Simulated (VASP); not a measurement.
# Hf4Pt (P6/mmm) in VASP: relaxation of cell and atoms with PBE

Aim: the relaxation of cell and atoms of Hf4Pt with PBE.

All numbers are computed with VASP 6.6.1; they aren't measurements. Logs are shortened: lines on timing, memory, paths and dates and some standing lists are left out, and cuts for length are marked.

## Step 1: The cell of the first run

The structure is hexagonal, space group P6/mmm (No. 191). The conventional cell has a = 4.851 Å, b = 4.851 Å, c = 5.584 Å, α = 90.00°, β = 90.00°, γ = 120.00°. Within 3.6 Å of Hf (site symmetry 3m) lie 5 Hf at 2.74 to 2.84 Å and 3 Pt at 3.12 Å. Within 4.1 Å of Pt (site symmetry 6/mmm) lie 12 Hf at 3.12 Å.

The cell was generated, and may not be a known phase.

## Step 2: Relaxation of cell and atoms, PBE

Input file INCAR:

```
SYSTEM = Hf4Pt
PREC     = Accurate       ! precision mode
ENCUT    = 600            ! plane-wave cutoff, eV
EDIFF    = 1E-7           ! SCF threshold, eV
ISMEAR   = 0              ! smearing method
SIGMA    = 0.1            ! smearing width, eV
LREAL    = .False.        ! projectors in reciprocal space
LASPH    = .True.         ! aspherical terms in the spheres
NELM     = 80             ! most SCF steps
ALGO     = Fast           ! electronic algorithm
ISIF     = 3              ! what is computed and relaxed
LWAVE    = .False.        ! write WAVECAR
LCHARG   = .False.        ! write CHGCAR
GGA      = PE             ! functional
IBRION   = 2              ! ionic algorithm
NSW      = 100            ! ionic steps
EDIFFG   = -0.01          ! ionic threshold
```

Input file KPOINTS:

```
Automatic mesh
0
Gamma
  12 12 8
  0 0 0
```

Input file POSCAR:

```
Hf4Pt
1.0
    4.8514678761      0.0000000000      0.0000000000
   -2.4257339380      4.2014944263      0.0000000000
    0.0000000000      0.0000000000      5.5844246895
Hf Pt
4 1
Direct
    0.3333333333      0.6666666667      0.7542884944
    0.3333333333      0.6666666667      0.2457115056
    0.6666666667      0.3333333333      0.2457115056
    0.6666666667      0.3333333333      0.7542884944
    0.0000000000      0.0000000000      0.0000000000
```

Potentials or basis: VASP PAW PBE potentials, release 64 (Hf_pv, Pt).

Started as:

```console
cat potpaw_PBE.64/Hf_pv/POTCAR potpaw_PBE.64/Pt/POTCAR > POTCAR
mpirun -np 1 vasp_std > vasp.out
```

OUTCAR:

```text
SYSTEM = Hf4Pt
   PREC = Accurate
   ENCUT = 600
   EDIFF = 1E-7
   ISMEAR = 0
   LREAL = .False.
   LASPH = .True.
   NELM = 80
   ISIF = 3
   GGA = PE
   IBRION = 2
   NSW = 100
   EDIFFG = -0.01

 ion  position               nearest neighbor table
   1  0.333  0.667  0.754-   2 2.74   4 2.80   4 2.80   4 2.80   2 2.84   5 3.12   5 3.12   5 3.12

   2  0.333  0.667  0.246-   1 2.74   3 2.80   3 2.80   3 2.80   1 2.84   5 3.12   5 3.12   5 3.12

   3  0.667  0.333  0.246-   4 2.74   2 2.80   2 2.80   2 2.80   4 2.84   5 3.12   5 3.12   5 3.12

   4  0.667  0.333  0.754-   3 2.74   1 2.80   1 2.80   1 2.80   3 2.84   5 3.12   5 3.12   5 3.12

   5  0.000  0.000  0.000-   1 3.12   2 3.12   3 3.12   4 3.12   1 3.12   2 3.12   3 3.12   4 3.12
                             3 3.12   4 3.12   1 3.12   2 3.12

  LATTYP: Found a hexagonal cell.
 ALAT       =     4.8514678761
 C/A-ratio  =     1.1510793913

  Lattice vectors:

 A1 = (   4.8514678761,   0.0000000000,   0.0000000000)
 A2 = (  -2.4257339380,   4.2014944263,   0.0000000000)
 A3 = (   0.0000000000,   0.0000000000,   5.5844246895)

Analysis of symmetry for initial positions (statically):
=====================================================================
 Subroutine PRICEL returns:
 Original cell was already a primitive cell.

 Routine SETGRP: Setting up the symmetry group for a
 hexagonal supercell.

 Subroutine GETGRP returns: Found 24 space group operations
 (whereof 24 operations were pure point group operations)
 out of a pool of 24 trial point group operations.

The static configuration has the point symmetry D_6h.

Analysis of symmetry for dynamics (positions and initial velocities):
=====================================================================
 Subroutine PRICEL returns:
 Original cell was already a primitive cell.

 Routine SETGRP: Setting up the symmetry group for a
 hexagonal supercell.

 Subroutine GETGRP returns: Found 24 space group operations
 (whereof 24 operations were pure point group operations)
 out of a pool of 24 trial point group operations.

The dynamic configuration has the point symmetry D_6h.

 Subroutine INISYM returns: Found 24 space group operations
 (whereof 24 operations are pure point group operations),
 and found     1 'primitive' translations

[... 108 lines left out ...]
   POTIM  = 0.5000    time-step for ionic-motion
   TEBEG  =    0.0;   TEEND  =   0.0 temperature during run
   PSTRESS=    0.0 pullay stress
   NELECT =      50.0000    total number of electrons
   NUPDOWN=      -1.0000    fix difference up-down
   EMIN   =  10.00;   EMAX   =-10.00  energy-range for DOS
   EFERMI =   0.00;   METHOD = LEGACY
   ISMEAR =     0;   SIGMA  =   0.10  broadening in eV -4-tet -1-fermi 0-gaus
   EFERMI_NEDOS =   21; number of points for ismear=-14 and -15
   IALGO  =     68    algorithm
   IMIX   =      4    mixing-type and parameters
     AMIX     =   0.40;   BMIX     =  1.00
     AMIX_MAG =   1.60;   BMIX_MAG =  1.00
  volume/ion in A,a.u.               =      22.77       153.63
  Fermi-wavevector in a.u.,A,eV,Ry     =   1.244456  2.351682 21.070960  1.548672
  Thomas-Fermi vector in A             =   2.378722
   LORBIT       =      0    0 simple, 1 ext, 2 COOP (PROOUT), +10 PAW based schemes
   GGA     = PE    functional components
   LHFCALC =     F    Hartree Fock is set to
   AEXX    =    0.0000 exact exchange contribution
   IVDW    =     0    specifies the selected vdW correction
   LEPSILON=     F    determine dielectric tensor
   LRPA    =     F    only Hartree local field effects (RPA)
 conjugate gradient relaxation of ions
 non-spin polarized calculation
 RMM-DIIS sequential band-by-band and
 Gauss-broadening in eV      SIGMA  =   0.10
  energy-cutoff  :      600.00
  volume of cell :      113.83
 maximum number of plane-waves:      3824
 NGX is ok and might be reduce to    40
   NGX = 19   NGY = 19   NGZ = 23

--------------------------------------- Ionic step        1  -------------------------------------------

 number of electron      49.9999996 magnetization

 Free energy of the ion-electron system (eV)
  ---------------------------------------------------
  ext. energy  EPLUGINS =         0.00000000
  ---------------------------------------------------
  free energy    TOTEN  =       -42.61889289 eV

  energy without entropy =      -42.59127010  energy(sigma->0) =      -42.60508149

------------------------ aborting loop because EDIFF is reached ----------------------------------------

  FORCE on cell =-STRESS in cart. coord.  units (eV):
  Direction    XX          YY          ZZ          XY          YZ          ZX
  --------------------------------------------------------------------------------------
  -------------------------------------------------------------------------------------
  Total       -0.3240653     -0.3240653     -0.4211602     -0.0000000     -0.0000000      0.0000000
  in kB       -4.5612905     -4.5612905     -5.9279219     -0.0000000     -0.0000000      0.0000000
  external PRESSURE =      -5.0168343 kB  Pullay stress =       0.0000000 kB
[... 65 lines left out ...]
--------------------------------------- Ionic step        3  -------------------------------------------

 number of electron      49.9999996 magnetization

 Free energy of the ion-electron system (eV)
  ---------------------------------------------------
  ext. energy  EPLUGINS =         0.00000000
  ---------------------------------------------------
  free energy    TOTEN  =       -42.62001659 eV

  energy without entropy =      -42.59280366  energy(sigma->0) =      -42.60641013

 E-fermi :   4.7013     XC(G=0): -11.0511

 val. band max:        4.6956546938   @ k =   0.2500   0.0833   0.2500
 cond. band min:       4.7056267292   @ k =   0.2500   0.1667   0.2500
 fundamental gap:      0.0099720353
 Fermi energy:         4.7012531896

 k-point     1 :       0.0000    0.0000    0.0000
  band No.  band energies     occupation
      1     -26.4701      2.00000
      2     -26.2750      2.00000
      3     -26.2750      2.00000
      4     -26.1922      2.00000
      5     -26.0951      2.00000
      6     -26.0951      2.00000
[... 781 lines left out ...]
     29       5.6707      0.00000
     30       5.9121      0.00000

 [... further k-points ...]

------------------------ aborting loop because EDIFF is reached ----------------------------------------

  FORCE on cell =-STRESS in cart. coord.  units (eV):
  Direction    XX          YY          ZZ          XY          YZ          ZX
  --------------------------------------------------------------------------------------
  -------------------------------------------------------------------------------------
  Total       -0.0080765     -0.0080765      0.0265957     -0.0000000     -0.0000000      0.0000000
  in kB       -0.1143368     -0.1143368      0.3765074     -0.0000000     -0.0000000      0.0000000
  external PRESSURE =       0.0492779 kB  Pullay stress =       0.0000000 kB
[... 20 lines left out ...]
  FREE ENERGIE OF THE ION-ELECTRON SYSTEM (eV)
  ---------------------------------------------------
  free  energy   TOTEN  =       -42.6200165932 eV

  energy  without entropy=      -42.5928036633  energy(sigma->0) =      -42.60641013

 reached required accuracy - stopping structural energy minimisation
```

Run time: 37 min. Hardware: 1 thread of Intel Xeon 8259CL, shared host; peak memory 0.53 GiB.

Results:

```yaml
Free_energy: -42.6200 eV
Relaxed_volume: 22.63 Å³/atom
Relaxed_cell: a = 4.843 Å, b = 4.843 Å, c = 5.572 Å, α = 90.00°, β = 90.00°, γ = 120.00°
Space_group_after_relaxing_to_0.1_Å: P6/mmm (No. 191)
Energy_gained_by_relaxing: 0.2 meV/atom
Ionic_steps: 3
Pressure_after_relaxing: 0.0 GPa
Largest_force_after_relaxing: 0.004 eV/Å
Band_gap_on_the_k_mesh: zero (bands 25 and 26 overlap by 1.19 eV)
```

Forces in eV/Å, atoms in the order of the input:
```
Hf   0.000  0.000 -0.004
Hf   0.000  0.000  0.004
Hf   0.000  0.000  0.004
Hf   0.000  0.000 -0.004
Pt   0.000  0.000  0.000
```

Step by step:
```
step  energy change (eV)  largest force (eV/Å)  pressure (GPa)  volume (Å³)
   1              0.0000                0.0238           -0.50       113.83
   2             -0.0003                0.0262            0.46       112.66
   3             -0.0011                0.0038            0.00       113.17
```

Final structure:
```
Hf Pt
1.0
     4.84299    0.00000    0.00000
    -2.42150    4.19415    0.00000
     0.00000    0.00000    5.57174
Hf Pt
4 1
Direct
  0.33333 0.66667 0.75440
  0.33333 0.66667 0.24560
  0.66667 0.33333 0.24560
  0.66667 0.33333 0.75440
  0.00000 0.00000 0.00000
```

Caveat: spin-orbit coupling is left out, which moves the levels of the heavy elements.
